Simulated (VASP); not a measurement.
A run of VASP 6.6.1:

File INCAR:

```
SYSTEM = Na
  PREC = Accurate
  ENCUT = 500
  EDIFF = 1E-6
  ISMEAR = -1
  SIGMA = 0.1
  LREAL = .False.
  LASPH = .True.
  NELM = 120
  ALGO = Normal
  ISIF = 2
  LWAVE = .False.
  LCHARG = .False.
  GGA = PE
  NBANDS = 10
  GGA_COMPAT = .False.
```

File KPOINTS:

```
regular mesh
0
Gamma
  14 14 14
  0 0 0
```

File POSCAR:

```
Na
1.0
    2.6397816990      0.0000000000      0.0000000000
    0.0000000000      2.6397816990      0.0000000000
    0.0000000000      0.0000000000      2.6397816990
Na
1
Direct
    0.0000000000      0.0000000000      0.0000000000
```

Potentials or basis: VASP PAW PBE potentials, release 64 (Na_pv).

Command:

```console
$ cat potpaw_PBE.64/Na_pv/POTCAR > POTCAR
$ mpirun -np 1 vasp_std > vasp.out
```

Hardware: 1 thread of AMD EPYC 7R43 64-Core Processor (Zen 3), on a shared host.

Task: Estimate the wall time of this run.

Result: Wall time 15 s on 1 thread of AMD EPYC 7R43 64-Core Processor (Zen 3) (shared host), peak memory 0.09 GiB. Counts: scf iterations 9, k points 120.
